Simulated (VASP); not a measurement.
# Tl2I5 (F-43m) in VASP: notebook

Tl2I5 is run at these levels: PBE; tasks: relaxation of cell and atoms, single point.

Program: VASP 6.6.1. These are calculated values, not measurements. Logs are shortened: lines on timing, memory, paths and dates and some standing lists are left out, and cuts for length are marked.

## 1. The cell of the first run

It takes space group F-43m (No. 216, cubic). Conventional cell: a = 10.427 Å, b = 10.427 Å, c = 10.427 Å, α = 90.00°, β = 90.00°, γ = 90.00°. Tl (site symmetry -43m) has 16 I at 4.46 to 4.52 Å and 4 Tl at 4.52 Å within 5.8 Å. Tl (site symmetry -43m) has 18 I at 4.26 to 5.21 Å and 4 Tl at 4.52 Å within 5.6 Å. I (site symmetry 3m) has 4 I at 2.74 to 2.84 Å within 3.6 Å. I (site symmetry -43m) has 4 I at 2.84 Å within 3.7 Å.

## 2. Relaxation of cell and atoms, PBE

The input, INCAR:

```
PREC     = Accurate       # precision mode
ENCUT    = 600            # plane-wave cutoff, eV
EDIFF    = 1E-6           # SCF threshold, eV
ISMEAR   = 0              # smearing method
SIGMA    = 0.1            # smearing width, eV
LREAL    = False          # projectors in reciprocal space
LASPH    = True           # aspherical terms in the spheres
NELM     = 60             # most SCF steps
ALGO     = Normal         # electronic algorithm
ISIF     = 3              # what is computed and relaxed
LWAVE    = False          # write WAVECAR
LCHARG   = False          # write CHGCAR
GGA      = PE             # functional
IBRION   = 2              # ionic algorithm
NSW      = 90             # ionic steps
EDIFFG   = -0.04          # ionic threshold
```

The input, KPOINTS:

```
Automatic mesh
0
Gamma
  4 4 4
```

The input, POSCAR:

```
Tl2I5
1.0
    0.0000000000      5.2135619500      5.2135619500
    5.2135619500      0.0000000000      5.2135619500
    5.2135619500      5.2135619500      0.0000000000
Tl I
2 5
Direct
    0.0000000000      0.0000000000      0.0000000000
    0.2500000000      0.2500000000      0.2500000000
    0.5928130900      0.5928130900      0.5928130900
    0.5928130900      0.5928130900      0.2215607400
    0.5928130900      0.2215607400      0.5928130900
    0.2215607400      0.5928130900      0.5928130900
    0.7500000000      0.7500000000      0.7500000000
```

Potentials or basis: VASP PAW PBE potentials, release 64 (Tl_d, I).

Started as:

```sh
cat potpaw_PBE.64/Tl_d/POTCAR potpaw_PBE.64/I/POTCAR > POTCAR
mpirun -np 1 vasp_std > vasp.out
```

OUTCAR:

```text
PREC = Accurate
   ENCUT = 600
   EDIFF = 1E-6
   ISMEAR = 0
   LREAL = False
   LASPH = True
   NELM = 60
   ISIF = 3
   GGA = PE
   IBRION = 2
   NSW = 90
   EDIFFG = -0.04

 ion  position               nearest neighbor table
   1  0.000  0.000  0.000-
   2  0.250  0.250  0.250-
   3  0.593  0.593  0.593-   4 2.74   5 2.74   6 2.74   7 2.84
   4  0.593  0.593  0.222-   3 2.74   5 2.74   6 2.74   7 2.84
   5  0.593  0.222  0.593-   3 2.74   4 2.74   6 2.74   7 2.84
   6  0.222  0.593  0.593-   3 2.74   4 2.74   5 2.74   7 2.84
   7  0.750  0.750  0.750-   3 2.84   4 2.84   5 2.84   6 2.84

  LATTYP: Found a face centered cubic cell.
 ALAT       =    10.4271239000

  Lattice vectors:

 A1 = (   0.0000000000,   5.2135619500,   5.2135619500)
 A2 = (   5.2135619500,   0.0000000000,   5.2135619500)
 A3 = (   5.2135619500,   5.2135619500,   0.0000000000)

Analysis of symmetry for initial positions (statically):
=====================================================================
 Subroutine PRICEL returns:
 Original cell was already a primitive cell.

 Routine SETGRP: Setting up the symmetry group for a
 face centered cubic supercell.

 Subroutine GETGRP returns: Found 24 space group operations
 (whereof 24 operations were pure point group operations)
 out of a pool of 48 trial point group operations.

The static configuration has the point symmetry T_d .

Analysis of symmetry for dynamics (positions and initial velocities):
=====================================================================
 Subroutine PRICEL returns:
 Original cell was already a primitive cell.

 Routine SETGRP: Setting up the symmetry group for a
 face centered cubic supercell.

 Subroutine GETGRP returns: Found 24 space group operations
 (whereof 24 operations were pure point group operations)
 out of a pool of 48 trial point group operations.

The dynamic configuration has the point symmetry T_d .

 Subroutine INISYM returns: Found 24 space group operations
 (whereof 24 operations are pure point group operations),
 and found     1 'primitive' translations

----------------------------------------------------------------------------------------

                                     Primitive cell

  volume of cell :     283.4220

  direct lattice vectors                    reciprocal lattice vectors
     0.000000000  5.213561950  5.213561950    -0.095903723  0.095903723  0.095903723
     5.213561950  0.000000000  5.213561950     0.095903723 -0.095903723  0.095903723
     5.213561950  5.213561950  0.000000000     0.095903723  0.095903723 -0.095903723

  length of vectors
     7.373090018  7.373090018  7.373090018     0.166110121  0.166110121  0.166110121

  position of ions in fractional coordinates (direct lattice)
     0.000000000  0.000000000  0.000000000
     0.250000000  0.250000000  0.250000000
     0.592813090  0.592813090  0.592813090
     0.592813090  0.592813090  0.221560740
     0.592813090  0.221560740  0.592813090
     0.221560740  0.592813090  0.592813090
     0.750000000  0.750000000  0.750000000

  ion indices of the primitive-cell ions
   primitive index   ion index
                 1           1
                 2           2
                 3           3
                 4           4
                 5           5
                 6           6
                 7           7

----------------------------------------------------------------------------------------

 KPOINTS: Automatic mesh

Automatic generation of k-mesh.
 Grid dimensions read from file:
 generate k-points for:    4    4    4

 Generating k-lattice:

  Cartesian coordinates                     Fractional coordinates (reciprocal lattice)
    -0.023975931  0.023975931  0.023975931     0.250000000  0.000000000  0.000000000
     0.023975931 -0.023975931  0.023975931     0.000000000  0.250000000  0.000000000
     0.023975931  0.023975931 -0.023975931     0.000000000  0.000000000  0.250000000

  Length of vectors
     0.041527530  0.041527530  0.041527530

  Shift w.r.t. Gamma in fractional coordinates (k-lattice)
     0.000000000  0.000000000  0.000000000

 Subroutine IBZKPT returns following result:
 ===========================================

 Found      8 irreducible k-points:

 Following reciprocal coordinates:
            Coordinates               Weight
  0.000000  0.000000  0.000000      1.000000
  0.250000  0.000000  0.000000      8.000000
  0.500000  0.000000  0.000000      4.000000
  0.250000  0.250000  0.000000      6.000000
  0.500000  0.250000  0.000000     24.000000
 -0.250000  0.250000  0.000000     12.000000
  0.500000  0.500000  0.000000      3.000000
 -0.250000  0.500000  0.250000      6.000000
   k-points           NKPTS =      8   k-points in BZ     NKDIM =      8   number of bands    NBANDS=     36
   number of dos      NEDOS =    301   number of ions     NIONS =      7
   total plane-waves  NPLWV = 216000
   dimension x,y,z NGX =    60 NGY =   60 NGZ =   60
   dimension x,y,z NGXF=   120 NGYF=  120 NGZF=  120
   ions per type =               2   5
   NGX,Y,Z   is equivalent  to a cutoff of  13.53, 13.53, 13.53 a.u.
   NGXF,Y,Z  is equivalent  to a cutoff of  27.06, 27.06, 27.06 a.u.
 SYSTEM =  unknown system
   PREC   = accura    normal or accurate (medium, high low for compatibility)
   ISTART =      0    job   : 0-new  1-cont  2-samecut
   ICHARG =      2    charge: 1-file 2-atom 10-const
   ISPIN  =      1    spin polarized calculation?
   LNONCOLLINEAR =      F non collinear calculations
   LSORBIT =      F    spin-orbit coupling
   LASPH  =      T    aspherical Exc in radial PAW
   ENCUT  =  600.0 eV  44.10 Ry    6.64 a.u.  14.73 14.73 14.73*2*pi/ulx,y,z
   NELM   =     60;   NELMIN=  2; NELMDL= -5     # of ELM steps
   EDIFF  = 0.1E-05   stopping-criterion for ELM
   LREAL  =      F    real-space projection
   EDIFFG = -.4E-01   stopping-criterion for IOM
   NSW    =     90    number of steps for IOM
   IBRION =      2    ionic relax: 0-MD 1-quasi-New 2-CG
   NFREE  =      1    steps in history (QN), initial steepest desc. (CG)
   ISIF   =      3    stress and relaxation
   ISYM   =      2    0-nonsym 1-usesym 2-fastsym
   POTIM  = 0.5000    time-step for ionic-motion
   TEBEG  =    0.0;   TEEND  =   0.0 temperature during run
   PSTRESS=    0.0 pullay stress
   NELECT =      61.0000    total number of electrons
   NUPDOWN=      -1.0000    fix difference up-down
   EMIN   =  10.00;   EMAX   =-10.00  energy-range for DOS
   EFERMI =   0.00;   METHOD = LEGACY
   ISMEAR =     0;   SIGMA  =   0.10  broadening in eV -4-tet -1-fermi 0-gaus
   EFERMI_NEDOS =   21; number of points for ismear=-14 and -15
   IALGO  =     38    algorithm
   IMIX   =      4    mixing-type and parameters
     AMIX     =   0.40;   BMIX     =  1.00
     AMIX_MAG =   1.60;   BMIX_MAG =  1.00
  volume/ion in A,a.u.               =      40.49       273.23
  Fermi-wavevector in a.u.,A,eV,Ry     =   0.981086  1.853983 13.096002  0.962529
  Thomas-Fermi vector in A             =   2.112065
   LORBIT       =      0    0 simple, 1 ext, 2 COOP (PROOUT), +10 PAW based schemes
   GGA     = PE    functional components
   LHFCALC =     F    Hartree Fock is set to
   AEXX    =    0.0000 exact exchange contribution
   IVDW    =     0    specifies the selected vdW correction
   LEPSILON=     F    determine dielectric tensor
   LRPA    =     F    only Hartree local field effects (RPA)
 conjugate gradient relaxation of ions
 non-spin polarized calculation
 Gauss-broadening in eV      SIGMA  =   0.10
  energy-cutoff  :      600.00
  volume of cell :      283.42
 maximum number of plane-waves:      9488
 NGX is ok and might be reduce to    60
   NGX = 29   NGY = 29   NGZ = 29

--------------------------------------- Ionic step        1  -------------------------------------------

 number of electron      60.9999999 magnetization

 Free energy of the ion-electron system (eV)
  ---------------------------------------------------
  ext. energy  EPLUGINS =         0.00000000
  ---------------------------------------------------
  free energy    TOTEN  =        -3.46626378 eV

  energy without entropy =       -3.45350459  energy(sigma->0) =       -3.45988418

------------------------ aborting loop because EDIFF is reached ----------------------------------------

  FORCE on cell =-STRESS in cart. coord.  units (eV):
  Direction    XX          YY          ZZ          XY          YZ          ZX
  --------------------------------------------------------------------------------------
  -------------------------------------------------------------------------------------
  Total       25.2574392     25.2574392     25.2574392      0.0000000      0.0000000     -0.0000000
  in kB      142.7796419    142.7796419    142.7796419      0.0000000      0.0000000     -0.0000000
  external PRESSURE =     142.7796419 kB  Pullay stress =       0.0000000 kB
[... 313 lines left out ...]
  energy  without entropy=       -9.9428441919  energy(sigma->0) =       -9.96877153

--------------------------------------- Ionic step        9  -------------------------------------------

 number of electron      61.0000013 magnetization

 Free energy of the ion-electron system (eV)
  ---------------------------------------------------
  ext. energy  EPLUGINS =         0.00000000
  ---------------------------------------------------
  free energy    TOTEN  =       -10.02360790 eV

  energy without entropy =       -9.97630120  energy(sigma->0) =       -9.99995455

 E-fermi :   1.2242     XC(G=0):  -6.1033

 val. band max:        1.1923490678   @ k =   0.2500   0.2500   0.0000
 cond. band min:       1.2805778771   @ k =   0.5000   0.0000   0.0000
 fundamental gap:      0.0882288093
 Fermi energy:         1.2242328024

 k-point     1 :       0.0000    0.0000    0.0000
  band No.  band energies     occupation
      1     -12.4816      2.00000
      2     -12.3265      2.00000
      3     -12.3265      2.00000
      4     -12.3265      2.00000
      5     -12.3234      2.00000
      6     -12.3234      2.00000
[... 335 lines left out ...]
  FREE ENERGIE OF THE ION-ELECTRON SYSTEM (eV)
  ---------------------------------------------------
  free  energy   TOTEN  =       -10.0236078963 eV

  energy  without entropy=       -9.9763011952  energy(sigma->0) =       -9.99995455

 reached required accuracy - stopping structural energy minimisation
```

Run time: 10 min. Hardware: 1 thread of Intel Xeon 6975P-C (Granite Rapids), shared host; peak memory 0.57 GiB.

What came out:

| Property | Result |
| --- | --- |
| Free energy | -10.0236 eV |
| Relaxed volume | 67.61 Å³/atom |
| Relaxed cell | a = 8.747 Å, b = 8.747 Å, c = 8.747 Å, α = 60.00°, β = 60.00°, γ = 60.00° |
| Space group after relaxing (to 0.05 Å) | F-43m (No. 216) |
| Energy gained by relaxing | 936.8 meV/atom |
| Ionic steps | 9 |
| Pressure after relaxing | 0.0 GPa |
| Largest force after relaxing | 0.029 eV/Å |

Forces on the atoms (eV/Å):
```
Tl   0.000  0.000  0.000
Tl   0.000  0.000  0.000
I   -0.017 -0.017 -0.017
I    0.017  0.017 -0.017
I    0.017 -0.017  0.017
I   -0.017  0.017  0.017
I    0.000  0.000  0.000
```

Step by step:
```csv
step,energy change (eV),largest force (eV/Å),pressure (GPa),volume (Å³)
1,0.0000,7.0375,14.28,283.42
2,-6.1160,1.2153,0.85,458.69
3,-6.0878,0.9254,1.87,403.25
4,-6.1311,1.2071,1.05,444.93
5,-6.1389,1.1874,1.13,439.18
6,-6.4441,0.5847,0.23,472.14
7,-6.5037,0.2582,-0.24,498.80
8,-6.5284,0.2027,-0.18,491.25
9,-6.5573,0.0290,0.01,473.30
```

Final structure:
```xyz
7
Lattice="0.0000 6.1854 6.1854 6.1854 0.0000 6.1854 6.1854 6.1854 0.0000" Properties=species:S:1:pos:R:3 pbc="T T T"
Tl    0.0000    0.0000    0.0000
Tl    3.0927    3.0927    3.0927
I     7.4666    7.4666    7.4666
I     4.9042    4.9042    7.4666
I     4.9042    7.4666    4.9042
I     7.4666    4.9042    4.9042
I     9.2781    9.2781    9.2781
```

Caveat: the volume moved by over 15 % at a fixed basis, so the end points are rough; spin-orbit coupling is left out, which moves the levels of the heavy elements; an odd number of electrons without spin polarisation forces a metal; a magnetic or distorted state may lie lower.

## 3. Single point, PBE

This run uses another cell than the first one, of 67.95 Å³/atom, 1.678 times its volume.

The input, INCAR:

```
SYSTEM = Tl2I5
ALGO = Normal
EDIFF = 1E-7
ENCUT = 520
GGA = PE
ISIF = 2
ISMEAR = 0
LASPH = .TRUE.
LCHARG = .TRUE.
LELF = .TRUE.
LREAL = .FALSE.
LVHAR = .TRUE.
LWAVE = .FALSE.
NBANDS = 40
NELM = 100
PREC = Accurate
SIGMA = 0.1
```

The input, KPOINTS:

```
k-points
0
G
  6 6 6
  0 0 0
```

The input, POSCAR:

```
Tl2I5
1.0
    0.0000000000      6.1956868868      6.1956868868
    6.1956868868      0.0000000000      6.1956868868
    6.1956868868      6.1956868868      0.0000000000
Tl I
2 5
Direct
    0.0000000000      0.0000000000      0.0000000000
    0.7500000000      0.7500000000      0.7500000000
    0.3965221128      0.8104336616      0.3965221128
    0.3965221128      0.3965221128      0.3965221128
    0.8104336616      0.3965221128      0.3965221128
    0.3965221128      0.3965221128      0.8104336616
    0.2500000000      0.2500000000      0.2500000000
```

Potentials or basis: VASP PAW PBE potentials, release 64 (Tl_d, I).

Started as:

```sh
cat potpaw_PBE.64/Tl_d/POTCAR potpaw_PBE.64/I/POTCAR > POTCAR
mpirun -np 1 vasp_std > vasp.out
```

Wall time 7.3 min (1 thread of Intel Xeon 6975P-C (Granite Rapids), shared host); peak memory 0.81 GiB.

Results (log left out):

```
Free energy   : -10.0345 eV
Pressure      : 0.0 GPa
Largest force : 0.012 eV/Å
```

Forces on the atoms (eV/Å):
```
Tl   0.000  0.000  0.000
Tl   0.000  0.000  0.000
I   -0.007  0.007 -0.007
I    0.007  0.007  0.007
I    0.007 -0.007 -0.007
I   -0.007 -0.007  0.007
I    0.000  0.000  0.000
```

Levels at points of the mesh, in eV from the Fermi level:
| k point | band 26 | band 27 | band 28 | band 29 | band 30 | band 31 | band 32 | band 33 | band 34 | band 35 |
| --- | --- | --- | --- | --- | --- | --- | --- | --- | --- | --- |
| (0.00, 0.00, 0.00) | -2.13 | -1.28 | -1.28 | -1.28 | -0.24 | -0.24 | -0.24 | 0.21 | 0.21 | 0.21 |
| (0.50, 0.00, 0.00) | -2.14 | -1.42 | -1.42 | -1.27 | -0.28 | 0.05 | 0.05 | 0.16 | 0.36 | 0.36 |
| (0.50, 0.50, 0.00) | -1.54 | -1.36 | -1.36 | -1.21 | -1.06 | 0.11 | 0.11 | 0.48 | 0.48 | 0.55 |

Caveat: spin-orbit coupling is left out, which moves the levels of the heavy elements; an odd number of electrons without spin polarisation forces a metal; a magnetic or distorted state may lie lower.
